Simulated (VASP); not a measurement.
# TiCo3 in VASP: further runs

TiCo3 is run at these levels: PBEsol; tasks: single point.

All numbers are computed with VASP 6.6.1; they aren't measurements. Logs are shortened: lines on timing, memory, paths and dates and some standing lists are left out, and cuts for length are marked.

## Step 1: The cell of the first run

The structure is cubic, space group Pm-3m (No. 221). The conventional cell has a = 3.352 Å, b = 3.352 Å, c = 3.352 Å, α = 90.00°, β = 90.00°, γ = 90.00°. Ti (site symmetry m-3m) has 12 Co at 2.37 Å within 3.1 Å. Co (site symmetry 4/mmm) has 4 Ti at 2.37 Å and 8 Co at 2.37 Å within 3.1 Å.

## Step 2: Single point, PBEsol, collinear spin, ferromagnetic start (strain -0.050 along x and y, -0.050 along z)

Contents of INCAR:

```
ALGO     = Normal         # electronic algorithm
EDIFF    = 1E-7           # SCF threshold, eV
ENCUT    = 520            # plane-wave cutoff, eV
GGA      = PS             # functional
ISIF     = 2              # what is computed and relaxed
ISMEAR   = 0              # smearing method
ISPIN    = 2              # spin polarisation
LASPH    = True           # aspherical terms in the spheres
LCHARG   = False          # write CHGCAR
LMAXMIX  = 4              # l up to which the mixer works
LORBIT   = 11             # projections on sites
LREAL    = False          # projectors in reciprocal space
LWAVE    = False          # write WAVECAR
MAGMOM   = 0 0.3 0.3 0.3  # initial moments
NBANDS   = 32             # bands
NELM     = 150            # most SCF steps
PREC     = Accurate       # precision mode
SIGMA    = 0.15           # smearing width, eV
```

Contents of KPOINTS:

```
k-points
0
Gamma
  14 14 14
```

Contents of POSCAR:

```
TiCo3
1.0
    3.3518379425      0.0000000000      0.0000000000
    0.0000000000      3.3518379425      0.0000000000
    0.0000000000      0.0000000000      3.3518379425
Ti Co
1 3
Direct
    0.0000000000      0.0000000000      0.0000000000
    0.0000000000      0.5000000000      0.5000000000
    0.5000000000      0.0000000000      0.5000000000
    0.5000000000      0.5000000000      0.0000000000
```

Potentials or basis: VASP PAW PBE potentials, release 64 (Ti_sv, Co).

Started as:

```console
> cat potpaw_PBE.64/Ti_sv/POTCAR potpaw_PBE.64/Co/POTCAR > POTCAR
> mpirun -np 1 vasp_std > vasp.out
```

OUTCAR:

```text
EDIFF = 1E-7
   ENCUT = 520
   GGA = PS
   ISIF = 2
   ISMEAR = 0
   ISPIN = 2
   LASPH = True
   LORBIT = 11
   LREAL = False
   NELM = 150
   PREC = Accurate

 ion  position               nearest neighbor table
   1  0.000  0.000  0.000-   2 2.37   3 2.37   4 2.37   2 2.37   3 2.37   2 2.37   4 2.37   2 2.37
                             3 2.37   4 2.37   3 2.37   4 2.37
   2  0.000  0.500  0.500-   1 2.37   3 2.37   4 2.37   1 2.37   4 2.37   1 2.37   3 2.37   1 2.37
                             3 2.37   4 2.37   4 2.37   3 2.37
   3  0.500  0.000  0.500-   1 2.37   2 2.37   4 2.37   1 2.37   4 2.37   2 2.37   4 2.37   4 2.37
                             1 2.37   2 2.37   1 2.37   2 2.37
   4  0.500  0.500  0.000-   1 2.37   2 2.37   3 2.37   2 2.37   3 2.37   1 2.37   3 2.37   3 2.37
                             1 2.37   2 2.37   2 2.37   1 2.37

  LATTYP: Found a simple cubic cell.
 ALAT       =     3.3518379425

  Lattice vectors:

 A1 = (   3.3518379425,   0.0000000000,   0.0000000000)
 A2 = (   0.0000000000,   3.3518379425,   0.0000000000)
 A3 = (   0.0000000000,   0.0000000000,   3.3518379425)

Analysis of symmetry for initial positions (statically):
=====================================================================
 Subroutine PRICEL returns:
 Original cell was already a primitive cell.

 Routine SETGRP: Setting up the symmetry group for a
 simple cubic supercell.

 Subroutine GETGRP returns: Found 48 space group operations
 (whereof 48 operations were pure point group operations)
 out of a pool of 48 trial point group operations.

The static configuration has the point symmetry O_h .

Analysis of symmetry for dynamics (positions and initial velocities):
=====================================================================
 Subroutine PRICEL returns:
 Original cell was already a primitive cell.

 Routine SETGRP: Setting up the symmetry group for a
 simple cubic supercell.

 Subroutine GETGRP returns: Found 48 space group operations
 (whereof 48 operations were pure point group operations)
 out of a pool of 48 trial point group operations.

The dynamic configuration has the point symmetry O_h .

Analysis of structural, dynamic, and magnetic symmetry:
=====================================================================
 Subroutine PRICEL returns:
 Original cell was already a primitive cell.

 Routine SETGRP: Setting up the symmetry group for a
 simple cubic supercell.

 Subroutine GETGRP returns: Found 48 space group operations
[... 135 lines left out ...]
   IVDW    =     0    specifies the selected vdW correction
   LEPSILON=     F    determine dielectric tensor
   LRPA    =     F    only Hartree local field effects (RPA)
 spin polarized calculation
 Gauss-broadening in eV      SIGMA  =   0.15
  energy-cutoff  :      520.00
  volume of cell :       37.66
 maximum number of plane-waves:      1064
 NGX is ok and might be reduce to    28
   NGX = 13   NGY = 13   NGZ = 13

 number of electron      39.0000003 magnetization       0.0023308

 Free energy of the ion-electron system (eV)
  ---------------------------------------------------
  ext. energy  EPLUGINS =         0.00000000
  ---------------------------------------------------
  free energy    TOTEN  =       -31.91317971 eV

  energy without entropy =      -31.86695695  energy(sigma->0) =      -31.89006833

 E-fermi :  13.0784     XC(G=0): -14.5930

 val. band max:       13.0696022987   @ k =   0.4286   0.0714   0.0714
 cond. band min:      13.0802562799   @ k =   0.1429   0.1429   0.0000
 fundamental gap:      0.0106539812
 Fermi energy:        13.0784039046

 spin component 1

 k-point     1 :       0.0000    0.0000    0.0000
  band No.  band energies     occupation
      1     -42.6944      1.00000
      2     -19.1074      1.00000
      3     -19.1074      1.00000
      4     -19.1074      1.00000
      5       4.1516      1.00000
      6       7.5249      1.00000
[... 805 lines left out ...]
     30      26.7202      0.00000
     31      27.5042      0.00000

 [... further k-points ...]

 spin component 2

 k-point     1 :       0.0000    0.0000    0.0000
  band No.  band energies     occupation
      1     -42.6947      1.00000
      2     -19.1076      1.00000
      3     -19.1076      1.00000
      4     -19.1076      1.00000
      5       4.1517      1.00000
      6       7.5253      1.00000
[... 805 lines left out ...]
     30      26.7205      0.00000
     31      27.5043      0.00000

 [... further k-points ...]

 [bands above 31 left out]

------------------------ aborting loop because EDIFF is reached ----------------------------------------

  FORCE on cell =-STRESS in cart. coord.  units (eV):
  Direction    XX          YY          ZZ          XY          YZ          ZX
  --------------------------------------------------------------------------------------
  -------------------------------------------------------------------------------------
  Total       11.7418437     11.7418437     11.7418437     -0.0000000     -0.0000000      0.0000000
  in kB      499.5717111    499.5717111    499.5717111     -0.0000000     -0.0000000      0.0000000
  external PRESSURE =     499.5717111 kB  Pullay stress =       0.0000000 kB

 VOLUME and BASIS-vectors are now :
 -----------------------------------------------------------------------------
  energy-cutoff  :      520.00
  volume of cell :       37.66
      direct lattice vectors                 reciprocal lattice vectors
     3.351837943  0.000000000  0.000000000     0.298343779  0.000000000  0.000000000
     0.000000000  3.351837943  0.000000000     0.000000000  0.298343779  0.000000000
     0.000000000  0.000000000  3.351837943     0.000000000  0.000000000  0.298343779

 POSITION                                       TOTAL-FORCE (eV/Angst)
 -----------------------------------------------------------------------------------
      0.00000      0.00000      0.00000         0.000000      0.000000      0.000000
      0.00000      1.67592      1.67592         0.000000      0.000000      0.000000
      1.67592      0.00000      1.67592         0.000000      0.000000      0.000000
      1.67592      1.67592      0.00000         0.000000      0.000000      0.000000
 -----------------------------------------------------------------------------------
    total drift:                                0.000000      0.000000      0.000000

  FREE ENERGIE OF THE ION-ELECTRON SYSTEM (eV)
  ---------------------------------------------------
  free  energy   TOTEN  =       -31.9131797062 eV

  energy  without entropy=      -31.8669569456  energy(sigma->0) =      -31.89006833

 total charge

# of ion       s       p       d       tot
------------------------------------------
    1        2.329   6.284   2.224  10.836
    2        0.606   0.693   7.494   8.793
    3        0.606   0.693   7.494   8.793
    4        0.606   0.693   7.494   8.793
--------------------------------------------------
tot          4.147   8.362  24.707  37.216

 magnetization (x)

# of ion       s       p       d       tot
------------------------------------------
    1       -0.000  -0.000  -0.000  -0.000
    2       -0.000  -0.000   0.001   0.001
    3       -0.000  -0.000   0.001   0.001
    4       -0.000  -0.000   0.001   0.001
--------------------------------------------------
tot         -0.000  -0.000   0.002   0.002
```

stdout:

```text
POSCAR found type information on POSCAR TiCo
 POSCAR found :  2 types and       4 ions
 scaLAPACK will be used
 -----------------------------------------------------------------------------
|                                                                             |
|                                                                             |
|     You enforced a specific xc type in the INCAR file but a different       |
|     I HOPE YOU KNOW WHAT YOU ARE DOING!                                     |
|                                                                             |
 -----------------------------------------------------------------------------

 LDA part: xc-table for (Slater+PW92), standard interpolation
 POSCAR, INCAR and KPOINTS ok, starting setup
 FFT: planning ... GRIDC
 FFT: planning ... GRID_SOFT
 FFT: planning ... GRID
 WAVECAR not read
 entering main loop
```

It took 6.1 min on 1 thread of Intel Xeon 8259CL, shared host; peak memory 0.33 GiB.

What came out:

- Free energy: -31.9132 eV
- Pressure: 50.0 GPa
- Net moment: 0.00 μB per cell
- Valence electrons inside the program's atomic spheres: Ti 10.84; Co 8.79

Caveat: the cell differs from its parent crystal (strain -0.050 along x and y, -0.050 along z); the cell stands under pressure; the PAW data sets were made with another functional, which shifts forces and pressure a little.

## Step 3: Single point, PBEsol, collinear spin, ferromagnetic start (strain +0.000 along x and y, -0.050 along z)

Contents of INCAR:

```
SYSTEM = TiCo3
PREC     = Accurate       ! precision mode
ENCUT    = 520            ! plane-wave cutoff, eV
EDIFF    = 1E-6           ! SCF threshold, eV
ISMEAR   = 0              ! smearing method
SIGMA    = 0.15           ! smearing width, eV
LREAL    = .FALSE.        ! projectors in reciprocal space
LASPH    = .TRUE.         ! aspherical terms in the spheres
NELM     = 150            ! most SCF steps
ALGO     = Normal         ! electronic algorithm
ISIF     = 2              ! what is computed and relaxed
LWAVE    = .FALSE.        ! write WAVECAR
LCHARG   = .FALSE.        ! write CHGCAR
ISPIN    = 2              ! spin polarisation
MAGMOM   = 0 0.3 0.3 0.3  ! initial moments
LORBIT   = 11             ! projections on sites
LMAXMIX  = 4              ! l up to which the mixer works
GGA      = PS             ! functional
NBANDS   = 32             ! bands
```

Contents of KPOINTS:

```
regular mesh
0
G
  14 14 14
  0 0 0
```

POSCAR, as its differences from that of step 2:

```diff
@@ -2,4 +2,4 @@
 1.0
-    3.3518379425      0.0000000000      0.0000000000
-    0.0000000000      3.3518379425      0.0000000000
+    3.5282504658      0.0000000000      0.0000000000
+    0.0000000000      3.5282504658      0.0000000000
     0.0000000000      0.0000000000      3.3518379425
```

Potentials or basis: VASP PAW PBE potentials, release 64 (Ti_sv, Co).

Started as:

```console
> cat potpaw_PBE.64/Ti_sv/POTCAR potpaw_PBE.64/Co/POTCAR > POTCAR
> mpirun -np 1 vasp_std > vasp.out
```

OUTCAR:

```text
SYSTEM = TiCo3
   PREC = Accurate
   ENCUT = 520
   EDIFF = 1E-6
   ISMEAR = 0
   LREAL = .FALSE.
   LASPH = .TRUE.
   NELM = 150
   ISIF = 2
   ISPIN = 2
   LORBIT = 11
   GGA = PS

 ion  position               nearest neighbor table
   1  0.000  0.000  0.000-   2 2.43   3 2.43   2 2.43   3 2.43   2 2.43   2 2.43   3 2.43   3 2.43
                             4 2.49   4 2.49   4 2.49   4 2.49
   2  0.000  0.500  0.500-   1 2.43   4 2.43   1 2.43   4 2.43   1 2.43   1 2.43   4 2.43   4 2.43
                             3 2.49   3 2.49   3 2.49   3 2.49
   3  0.500  0.000  0.500-   1 2.43   4 2.43   1 2.43   4 2.43   4 2.43   4 2.43   1 2.43   1 2.43
                             2 2.49   2 2.49   2 2.49   2 2.49
   4  0.500  0.500  0.000-   2 2.43   3 2.43   2 2.43   3 2.43   3 2.43   3 2.43   2 2.43   2 2.43
                             1 2.49   1 2.49   1 2.49   1 2.49

[... 1870 lines left out ...]

 POSITION                                       TOTAL-FORCE (eV/Angst)
 -----------------------------------------------------------------------------------
      0.00000      0.00000      0.00000         0.000000      0.000000      0.000000
      0.00000      1.76413      1.67592         0.000000      0.000000      0.000000
      1.76413      0.00000      1.67592         0.000000      0.000000      0.000000
      1.76413      1.76413      0.00000         0.000000      0.000000      0.000000
 -----------------------------------------------------------------------------------
    total drift:                                0.000000      0.000000      0.000000

  FREE ENERGIE OF THE ION-ELECTRON SYSTEM (eV)
  ---------------------------------------------------
  free  energy   TOTEN  =       -32.6310894286 eV

  energy  without entropy=      -32.5774812952  energy(sigma->0) =      -32.60428536

 total charge

# of ion       s       p       d       tot
------------------------------------------
    1        2.295   6.236   2.063  10.595
    2        0.555   0.591   7.405   8.550
    3        0.555   0.591   7.405   8.550
    4        0.550   0.597   7.382   8.529
--------------------------------------------------
tot          3.955   8.015  24.255  36.224

 magnetization (x)

# of ion       s       p       d       tot
------------------------------------------
    1       -0.000  -0.003  -0.038  -0.042
    2       -0.001  -0.002   0.104   0.101
    3       -0.001  -0.002   0.104   0.101
    4        0.001   0.001   0.228   0.230
--------------------------------------------------
tot         -0.001  -0.005   0.398   0.391
```

stdout:

```text
POSCAR found type information on POSCAR TiCo
 POSCAR found :  2 types and       4 ions
 scaLAPACK will be used
 -----------------------------------------------------------------------------
|                                                                             |
|                                                                             |
|     You enforced a specific xc type in the INCAR file but a different       |
|     I HOPE YOU KNOW WHAT YOU ARE DOING!                                     |
|                                                                             |
 -----------------------------------------------------------------------------

 LDA part: xc-table for (Slater+PW92), standard interpolation
 POSCAR, INCAR and KPOINTS ok, starting setup
 FFT: planning ... GRIDC
 FFT: planning ... GRID_SOFT
 FFT: planning ... GRID
 WAVECAR not read
 entering main loop
```

Run time: 32 min. Hardware: 1 thread of Oxide Virtual Turin-like, shared host; peak memory 0.57 GiB.

Results:

```yaml
Free_energy: -32.6311 eV
Pressure: 12.9 GPa
Net_moment: 0.39 μB per cell
Site_moments: Ti -0.04; Co +0.10, +0.23 (each value once) μB
Valence_electrons_inside_the_program's_atomic_spheres: Ti 10.60; Co 8.55, 8.53 (each value once)
```

Stress tensor (GPa, compression positive):
```
10.31  0.00  0.00
 0.00 10.31  0.00
 0.00  0.00 18.02
```

Caveat: the cell differs from its parent crystal (strain +0.000 along x and y, -0.050 along z); the cell stands under pressure; the PAW data sets were made with another functional, which shifts forces and pressure a little.
